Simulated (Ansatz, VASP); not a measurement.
# CdS in VASP and in Ansatz

The input INCAR:

```
SYSTEM = CdS
AGGAC    = 1.0          
AGGAX    = 1.0          
ALDAC    = 0.0          
ALDAX    = 1.0          
ALGO     = Normal         ! electronic algorithm
EDIFF    = 1E-6           ! SCF threshold, eV
ENCUT    = 520            ! plane-wave cutoff, eV
GGA      = B5             ! functional
ISIF     = 2              ! what is computed and relaxed
ISMEAR   = -1             ! smearing method
LASPH    = .TRUE.         ! aspherical terms in the spheres
LCHARG   = .FALSE.        ! write CHGCAR
LREAL    = .FALSE.        ! projectors in reciprocal space
LWAVE    = .FALSE.        ! write WAVECAR
NBANDS   = 26             ! bands
NELM     = 100            ! most SCF steps
PREC     = Accurate       ! precision mode
SIGMA    = 0.05           ! smearing width, eV
```

KPOINTS

```
k-points
0
G
  7 7 4
  0 0 0
```

Contents of POSCAR:

```
CdS
1.0
    4.1221468118      0.0000000000      0.0000000000
   -2.0610734059      3.5698838571      0.0000000000
    0.0000000000      0.0000000000      6.6917838725
Cd S
2 2
Direct
    0.6666666667      0.3333333333      0.5000000000
    0.3333333333      0.6666666667      0.0000000000
    0.6666666667      0.3333333333      0.8750000000
    0.3333333333      0.6666666667      0.3750000000
```

The input input.yaml:

```yaml
crystal:
  lattice:
    - [4.1221468118, 0.0, 0.0]
    - [-2.0610734059, 3.5698838571, 0.0]
    - [0.0, 0.0, 6.6917838725]
  atoms:
    - { symbol: Cd, position: [0.6666666667, 0.3333333333, 0.5] }
    - { symbol: Cd, position: [0.3333333333, 0.6666666667, 0.0] }
    - { symbol: S, position: [0.6666666667, 0.3333333333, 0.875] }
    - { symbol: S, position: [0.3333333333, 0.6666666667, 0.375] }
hamiltonian:
  xc: blyp
  pseudopotentials: { kind: paw }
kpoints:
  mp_grid: { grid: [7, 7, 4] }
scf:
  occupations: { method: fermi_dirac, width: 0.05 }
output:
  forces: true
  stress: true
  eigenvalues: true
```

Alike in both runs: task single point; functional BLYP; k mesh 7 × 7 × 4; occupations fermi-dirac, width 0.05 eV; no spin polarisation.

|  | VASP | Ansatz |
| --- | --- | --- |
| version | VASP 6.6.1 | Ansatz 0.2.0 |
| potentials or method | VASP PAW PBE potentials, release 64 (Cd, S) | Ansatz PAW |
| plane-wave cutoff (eV) | 520 | 420 |
| valence electrons in the cell | 36 | 52 |

```tsv
	VASP	Ansatz	Ansatz less VASP
gap on the k mesh at the Fermi level (eV)	1.22	1.19	-0.026
least direct gap on the mesh (eV)	1.22	1.19	-0.026
pressure (GPa)	7.2	6.7	-0.45
traceless stress, the component that is largest in VASP (GPa)	0.61	0.59	-0.018
rms of the force components (eV/Å)	0.041	0.040	-0.0010
```

VASP's potentials were made for PBE, not for BLYP. Atom by atom the forces differ by 0.001 eV/Å (rms over components). With one functional, cell and mesh, what is left measures potentials, basis and numerics. VASP's potentials hold 36 valence electrons a cell and Ansatz's 52, so a difference there can come from the potentials and not from the codes.

Noted on Ansatz's run: odd divisions of the mesh miss points on the zone boundary, where band edges often lie, so the gap on the mesh can be too wide.
